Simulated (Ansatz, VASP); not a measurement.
SbW in VASP and in Ansatz

INCAR

```
PREC = Accurate
ENCUT = 600
EDIFF = 1E-7
ISMEAR = 0
SIGMA = 0.05
LREAL = False
LASPH = True
NELM = 80
ALGO = Normal
ISIF = 3
LWAVE = False
LCHARG = False
GGA = PS
IBRION = 2
NSW = 80
EDIFFG = -0.01
```

Contents of KPOINTS:

```
regular mesh
0
Gamma
  10 10 6
```

Contents of POSCAR:

```
SbW
1.0
    4.0791694105      0.0000000000      0.0000000000
   -2.0395847052      3.5326643358      0.0000000000
    0.0000000000      0.0000000000      5.6853635000
W Sb
2 2
Direct
    0.0000000000      0.0000000000      0.0000000000
    0.0000000000      0.0000000000      0.5000000000
    0.3333333333      0.6666666667      0.2500000000
    0.6666666667      0.3333333333      0.7500000000
```

Input for Ansatz:

```yaml
crystal:
  lattice:
    - [4.0791694105, 0.0, 0.0]
    - [-2.0395847052, 3.5326643358, 0.0]
    - [0.0, 0.0, 5.6853635]
  atoms:
    - { symbol: W, position: [0.0, 0.0, 0.0] }
    - { symbol: W, position: [0.0, 0.0, 0.5] }
    - { symbol: Sb, position: [0.3333333333, 0.6666666667, 0.25] }
    - { symbol: Sb, position: [0.6666666667, 0.3333333333, 0.75] }
basis:
  ecutwfc: 420
  ecutrho_ratio: 4
kpoints:
  mp_grid: { grid: [10, 10, 6] }
hamiltonian:
  xc: pbesol
scf:
  occupations: { method: gaussian, width: 0.05 }
output:
  forces: true
  stress: true
  eigenvalues: true
relax:
  f_tol: 0.01
  max_steps: 60
  cell: { stress_tol: 0.04 }
```

Alike in both runs: task relaxation of cell and atoms; functional PBEsol; k mesh 10 × 10 × 6; occupations gaussian, width 0.05 eV; no spin polarisation.

|  | VASP | Ansatz |
| --- | --- | --- |
| version | VASP 6.6.1 | Ansatz 0.2.0 |
| potentials or method | VASP PAW PBE potentials, release 64 (W_sv, Sb), cutoff 600 eV | scalar-relativistic, plane waves, PAW |
| valence electrons in the cell | 38 | 58 |

VASP gave:

- gap on the k mesh at the Fermi level, each at its own relaxed structure (eV): none
- relaxed volume (Å³/atom): 21.13
- relaxed length of the cell vector where the two differ most in proportion (Å): 5.174

Estimate Ansatz's values.

gap on the k mesh at the Fermi level, each at its own relaxed structure (eV): none; relaxed volume (Å³/atom): 21.10; relaxed length of the cell vector where the two differ most in proportion (Å): 5.168.

VASP's potentials were made for PBE, not for PBEsol. A gap of «none» marks a metal or a gap that the smearing closes. VASP's potentials hold 38 valence electrons a cell and Ansatz's 58, so a difference there can come from the potentials and not from the codes.

Neither program's run includes spin-orbit coupling.
